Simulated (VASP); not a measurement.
A run of VASP 6.6.1:

File INCAR:

```
SYSTEM = ZrS2
ALGO = Normal
EDIFF = 1E-6
ENCUT = 500
GGA = PE
GGA_COMPAT = .False.
ISIF = 2
ISMEAR = 0
LASPH = .True.
LCHARG = .False.
LREAL = .False.
LWAVE = .False.
NBANDS = 19
NELM = 120
PREC = Accurate
SIGMA = 0.01
```

The input KPOINTS:

```
k-points
0
Gamma
  2 2 2
  0 0 0
```

POSCAR

```
ZrS2
1.0
    3.6743990828      0.0000000000      0.0000000000
   -1.8371995414      3.1821229494      0.0000000000
    0.0000000000      0.0000000000      5.8568562426
Zr S
1 2
Direct
    0.0000000000      0.0000000000      0.0000000000
    0.3333333333      0.6666666667      0.2462324613
    0.6666666667      0.3333333333      0.7537675387
```

Potentials or basis: VASP PAW PBE potentials, release 64 (Zr_sv, S).

Command:

```sh
$ cat potpaw_PBE.64/Zr_sv/POTCAR potpaw_PBE.64/S/POTCAR > POTCAR
$ mpirun -np 1 vasp_std > vasp.out
```

Hardware: 1 thread of Intel(R) Xeon(R) Platinum 8488C (Sapphire Rapids), with other jobs on the host.

Problem. Estimate the wall time of this run.

Solution. Run time: 5.8 s on 1 thread of Intel(R) Xeon(R) Platinum 8488C (Sapphire Rapids), on a shared host, peak memory 0.18 GiB. Counts: scf iterations 14, k points 4.
